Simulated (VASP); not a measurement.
# C in VASP: a series of runs

Aim: see how the results for C move with the level of theory and the settings. Levels: PBE, r2SCAN. Tasks: single point.

Everything below comes from runs of VASP 6.6.1. Logs are shortened: lines on timing, memory, paths and dates and some standing lists are left out, and cuts for length are marked.

## Step 1: The cell of the first run

The structure is trigonal, space group R-3m (No. 166). The conventional cell has a = 2.618 Å, b = 2.618 Å, c = 6.145 Å, α = 90.00°, β = 90.00°, γ = 120.00°. Within 2.0 Å of C (site symmetry 3m) lie 4 C at 1.54 to 1.60 Å.

## Step 2: Single point, PBE (epitaxial 111 strain +4.0%)

Contents of INCAR:

```
  PREC = Accurate
  ENCUT = 520
  EDIFF = 1E-6
  ISMEAR = -1
  SIGMA = 0.02
  LREAL = False
  LASPH = True
  NELM = 100
  ALGO = Normal
  ISIF = 2
  LWAVE = False
  LCHARG = False
  GGA = PE
  NBANDS = 11
```

Contents of KPOINTS:

```
regular mesh
0
Gamma
  12 12 12
```

Contents of POSCAR:

```
C
1.0
   -0.0516797267      1.7996493800      1.7996493800
    1.7996493800     -0.0516797267      1.7996493800
    1.7996493800      1.7996493800     -0.0516797267
C
2
Direct
   -0.0000596674     -0.0000596674     -0.0000596674
    0.2500596674      0.2500596674      0.2500596674
```

Potentials or basis: VASP PAW PBE potentials, release 64 (C).

Run with:

```sh
$ cat potpaw_PBE.64/C/POTCAR > POTCAR
$ mpirun -np 1 vasp_std > vasp.out
```

OUTCAR:

```text
PREC = Accurate
   ENCUT = 520
   EDIFF = 1E-6
   ISMEAR = -1
   LREAL = False
   LASPH = True
   NELM = 100
   ISIF = 2
   GGA = PE

 ion  position               nearest neighbor table
   1  1.000  1.000  1.000-   2 1.54   2 1.60   2 1.60   2 1.60
   2  0.250  0.250  0.250-   1 1.54   1 1.60   1 1.60   1 1.60

  LATTYP: Found a trigonal (rhomboedric) cell.
 ALAT       =     2.5456132024
 COS(alpha) =     0.4710892075

  Lattice vectors:

 A1 = (  -0.0516797267,   1.7996493800,   1.7996493800)
 A2 = (   1.7996493800,  -0.0516797267,   1.7996493800)
 A3 = (   1.7996493800,   1.7996493800,  -0.0516797267)

Analysis of symmetry for initial positions (statically):
=====================================================================
 Subroutine PRICEL returns:
 Original cell was already a primitive cell.

 Routine SETGRP: Setting up the symmetry group for a
 trigonal (rhombohedral) supercell.

 Subroutine GETGRP returns: Found 12 space group operations
 (whereof  6 operations were pure point group operations)
 out of a pool of 12 trial point group operations.

The static configuration has the point symmetry C_3v.
 The point group associated with its full space group is D_3d.

Analysis of symmetry for dynamics (positions and initial velocities):
=====================================================================
 Subroutine PRICEL returns:
 Original cell was already a primitive cell.

 Routine SETGRP: Setting up the symmetry group for a
 trigonal (rhombohedral) supercell.

 Subroutine GETGRP returns: Found 12 space group operations
 (whereof  6 operations were pure point group operations)
 out of a pool of 12 trial point group operations.

The dynamic configuration has the point symmetry C_3v.
 The point group associated with its full space group is D_3d.

 Subroutine INISYM returns: Found 12 space group operations
 (whereof  6 operations are pure point group operations),
 and found     1 'primitive' translations

----------------------------------------------------------------------------------------

                                     Primitive cell

  volume of cell :      12.1592

  direct lattice vectors                    reciprocal lattice vectors
    -0.051679727  1.799649380  1.799649380    -0.266141918  0.274010557  0.274010557
     1.799649380 -0.051679727  1.799649380     0.274010557 -0.266141918  0.274010557
     1.799649380  1.799649380 -0.051679727     0.274010557  0.274010557 -0.266141918

  length of vectors
     2.545613202  2.545613202  2.545613202     0.470101150  0.470101150  0.470101150

  position of ions in fractional coordinates (direct lattice)
     0.999940333  0.999940333  0.999940333
     0.250059667  0.250059667  0.250059667

  ion indices of the primitive-cell ions
   primitive index   ion index
                 1           1
                 2           2

----------------------------------------------------------------------------------------

 KPOINTS: regular mesh

Automatic generation of k-mesh.
 Grid dimensions read from file:
 generate k-points for:   12   12   12

 Generating k-lattice:

  Cartesian coordinates                     Fractional coordinates (reciprocal lattice)
    -0.022178493  0.022834213  0.022834213     0.083333333  0.000000000  0.000000000
     0.022834213 -0.022178493  0.022834213     0.000000000  0.083333333  0.000000000
     0.022834213  0.022834213 -0.022178493     0.000000000  0.000000000  0.083333333

  Length of vectors
     0.039175096  0.039175096  0.039175096

  Shift w.r.t. Gamma in fractional coordinates (k-lattice)
     0.000000000  0.000000000  0.000000000

 Subroutine IBZKPT returns following result:
 ===========================================

 Found    189 irreducible k-points:

 Following reciprocal coordinates:
            Coordinates               Weight
  0.000000  0.000000  0.000000      1.000000
  0.083333  0.000000  0.000000      6.000000
  0.166667  0.000000  0.000000      6.000000
  0.250000  0.000000  0.000000      6.000000
  0.333333  0.000000  0.000000      6.000000
  0.416667 -0.000000 -0.000000      6.000000
[... 16 lines left out ...]
  0.500000  0.166667  0.000000     12.000000
 -0.416667  0.166667  0.000000     12.000000
 [... further k-points ...]
   k-points           NKPTS =    189   k-points in BZ     NKDIM =    189   number of bands    NBANDS=     11
   number of dos      NEDOS =    301   number of ions     NIONS =      2
   total plane-waves  NPLWV =   8000
   dimension x,y,z NGX =    20 NGY =   20 NGZ =   20
   dimension x,y,z NGXF=    40 NGYF=   40 NGZF=   40
   ions per type =               2
   NGX,Y,Z   is equivalent  to a cutoff of  13.06, 13.06, 13.06 a.u.
   NGXF,Y,Z  is equivalent  to a cutoff of  26.12, 26.12, 26.12 a.u.
 SYSTEM =  unknown system
   PREC   = accura    normal or accurate (medium, high low for compatibility)
   ISTART =      0    job   : 0-new  1-cont  2-samecut
   ICHARG =      2    charge: 1-file 2-atom 10-const
   ISPIN  =      1    spin polarized calculation?
   LNONCOLLINEAR =      F non collinear calculations
   LSORBIT =      F    spin-orbit coupling
   LASPH  =      T    aspherical Exc in radial PAW
   ENCUT  =  520.0 eV  38.22 Ry    6.18 a.u.   4.73  4.73  4.73*2*pi/ulx,y,z
   NELM   =    100;   NELMIN=  2; NELMDL= -5     # of ELM steps
   EDIFF  = 0.1E-05   stopping-criterion for ELM
   LREAL  =      F    real-space projection
   EDIFFG = 0.1E-04   stopping-criterion for IOM
   NSW    =      0    number of steps for IOM
   IBRION =     -1    ionic relax: 0-MD 1-quasi-New 2-CG
   NFREE  =      0    steps in history (QN), initial steepest desc. (CG)
   ISIF   =      2    stress and relaxation
   ISYM   =      2    0-nonsym 1-usesym 2-fastsym
   POTIM  = 0.5000    time-step for ionic-motion
   TEBEG  =    0.0;   TEEND  =   0.0 temperature during run
   PSTRESS=    0.0 pullay stress
   NELECT =       8.0000    total number of electrons
   NUPDOWN=      -1.0000    fix difference up-down
   EMIN   =  10.00;   EMAX   =-10.00  energy-range for DOS
   EFERMI =   0.00;   METHOD = LEGACY
   ISMEAR =    -1;   SIGMA  =   0.02  broadening in eV -4-tet -1-fermi 0-gaus
   EFERMI_NEDOS =   21; number of points for ismear=-14 and -15
   IALGO  =     38    algorithm
   IMIX   =      4    mixing-type and parameters
     AMIX     =   0.40;   BMIX     =  1.00
     AMIX_MAG =   1.60;   BMIX_MAG =  1.00
  volume/ion in A,a.u.               =       6.08        41.03
  Fermi-wavevector in a.u.,A,eV,Ry     =   1.423869  2.690723 27.584497  2.027403
  Thomas-Fermi vector in A             =   2.544421
   LORBIT       =      0    0 simple, 1 ext, 2 COOP (PROOUT), +10 PAW based schemes
   GGA     = PE    functional components
   LHFCALC =     F    Hartree Fock is set to
   AEXX    =    0.0000 exact exchange contribution
   IVDW    =     0    specifies the selected vdW correction
   LEPSILON=     F    determine dielectric tensor
   LRPA    =     F    only Hartree local field effects (RPA)
 non-spin polarized calculation
  energy-cutoff  :      520.00
  volume of cell :       12.16
 maximum number of plane-waves:       336
   NGX =  9   NGY =  9   NGZ =  9

 number of electron       8.0000001 magnetization

 Free energy of the ion-electron system (eV)
  ---------------------------------------------------
  ext. energy  EPLUGINS =         0.00000000
  ---------------------------------------------------
  free energy    TOTEN  =       -18.08113505 eV

  energy without entropy =      -18.08113505  energy(sigma->0) =      -18.08113505

 E-fermi :   9.2030     XC(G=0): -12.9047

 val. band max:        8.7646359443   @ k =   0.0000   0.0000   0.0000
 cond. band min:      12.6869986379   @ k =   0.4167   0.4167  -0.0000
 fundamental gap:      3.9223626936
 Fermi energy:         9.2030008432

 k-point     1 :       0.0000    0.0000    0.0000
  band No.  band energies     occupation
      1     -11.8238      2.00000
      2       8.7056      2.00000
      3       8.7646      2.00000
      4       8.7646      2.00000
      5      13.7506      0.00000
      6      13.7506      0.00000
      7      14.7970      0.00000
      8      20.7376      0.00000
      9      27.2200      0.00000
     10      34.5740      0.00000
     11      34.5740      0.00000

 k-point     2 :       0.0833    0.0000    0.0000
  band No.  band energies     occupation
      1     -11.6443      2.00000
      2       7.5168      2.00000
      3       8.4432      2.00000
      4       8.4824      2.00000
      5      14.1328      0.00000
      6      14.4436      0.00000
      7      15.2401      0.00000
      8      20.9157      0.00000
      9      27.5064      0.00000
     10      32.4066      0.00000
     11      32.9457      0.00000

 k-point     3 :       0.1667    0.0000    0.0000
  band No.  band energies     occupation
      1     -11.1087      2.00000
      2       5.0494      2.00000
      3       7.8289      2.00000
      4       7.8701      2.00000
      5      14.9765      0.00000
      6      15.3930      0.00000
      7      16.2231      0.00000
      8      21.4585      0.00000
      9      28.1193      0.00000
     10      30.7941      0.00000
     11      31.6660      0.00000
[... 267 lines left out ...]
 k-point    23 :       0.5000    0.1667    0.0000
  band No.  band energies     occupation
      1      -6.5139      2.00000
      2      -2.7386      2.00000
      3       4.1109      2.00000
      4       5.2242      2.00000
      5      15.8287      0.00000
      6      18.7419      0.00000
      7      19.5897      0.00000
      8      21.9376      0.00000
      9      28.0212      0.00000
     10      31.2850      0.00000
     11      34.4057      0.00000

 k-point    24 :      -0.4167    0.1667    0.0000
  band No.  band energies     occupation
      1      -6.2309      2.00000
      2      -3.0788      2.00000
      3       3.6303      2.00000
      4       5.5456      2.00000
      5      16.2325      0.00000
      6      18.4801      0.00000
      7      19.4597      0.00000
      8      23.1402      0.00000
      9      27.2799      0.00000
     10      31.8983      0.00000
     11      32.5737      0.00000

 [... further k-points ...]

------------------------ aborting loop because EDIFF is reached ----------------------------------------

  FORCE on cell =-STRESS in cart. coord.  units (eV):
  Direction    XX          YY          ZZ          XY          YZ          ZX
  --------------------------------------------------------------------------------------
  -------------------------------------------------------------------------------------
  Total       -1.7982645     -1.7982645     -1.7982645      1.0609389      1.0609389      1.0609389
  in kB     -236.9517479   -236.9517479   -236.9517479    139.7966355    139.7966355    139.7966355
  external PRESSURE =    -236.9517479 kB  Pullay stress =       0.0000000 kB

 VOLUME and BASIS-vectors are now :
 -----------------------------------------------------------------------------
  energy-cutoff  :      520.00
  volume of cell :       12.16
      direct lattice vectors                 reciprocal lattice vectors
    -0.051679727  1.799649380  1.799649380    -0.266141918  0.274010557  0.274010557
     1.799649380 -0.051679727  1.799649380     0.274010557 -0.266141918  0.274010557
     1.799649380  1.799649380 -0.051679727     0.274010557  0.274010557 -0.266141918

 POSITION                                       TOTAL-FORCE (eV/Angst)
 -----------------------------------------------------------------------------------
      3.54741      3.54741      3.54741        -0.034050     -0.034050     -0.034050
      0.88712      0.88712      0.88712         0.034050      0.034050      0.034050
 -----------------------------------------------------------------------------------
    total drift:                                0.000000      0.000000     -0.000000

  FREE ENERGIE OF THE ION-ELECTRON SYSTEM (eV)
  ---------------------------------------------------
  free  energy   TOTEN  =       -18.0811350484 eV

  energy  without entropy=      -18.0811350484  energy(sigma->0) =      -18.08113505
```

It took 26 s on 1 thread of Intel Xeon 8259CL, shared host; peak memory 0.13 GiB.

What came out:

| Property | Result |
| --- | --- |
| Free energy | -18.0811 eV |
| Pressure | -23.7 GPa |
| Largest force | 0.059 eV/Å |
| Band gap on the k mesh | 3.92 eV (least direct gap 4.99 eV) |

Forces on the atoms (eV/Å):
```
C   -0.034 -0.034 -0.034
C    0.034  0.034  0.034
```

Levels at points of the mesh, in eV from the valence-band top:
| k point | band 1 | band 2 | band 3 | band 4 | band 5 | band 6 | band 7 | band 8 | band 9 |
| --- | --- | --- | --- | --- | --- | --- | --- | --- | --- |
| (0.00, 0.00, 0.00) | -20.59 | -0.06 | 0.00 | 0.00 | 4.99 | 4.99 | 6.03 | 11.97 | 18.46 |
| (0.50, 0.00, 0.00) | -15.39 | -12.63 | -2.59 | -2.44 | 7.80 | 7.82 | 9.08 | 15.02 | 20.73 |
| (0.50, 0.50, 0.00) | -12.49 | -12.13 | -6.17 | -5.61 | 4.08 | 5.14 | 15.61 | 15.76 | 21.70 |
| (0.50, 0.50, 0.50) | -14.60 | -12.70 | -3.00 | -3.00 | 7.01 | 7.93 | 7.93 | 14.97 | 20.97 |

Caveat: the cell differs from its parent crystal (epitaxial 111 strain +4.0%); the cell stands under tension. A k mesh can miss the band edges.

(Part 1 of 2 ends here.)
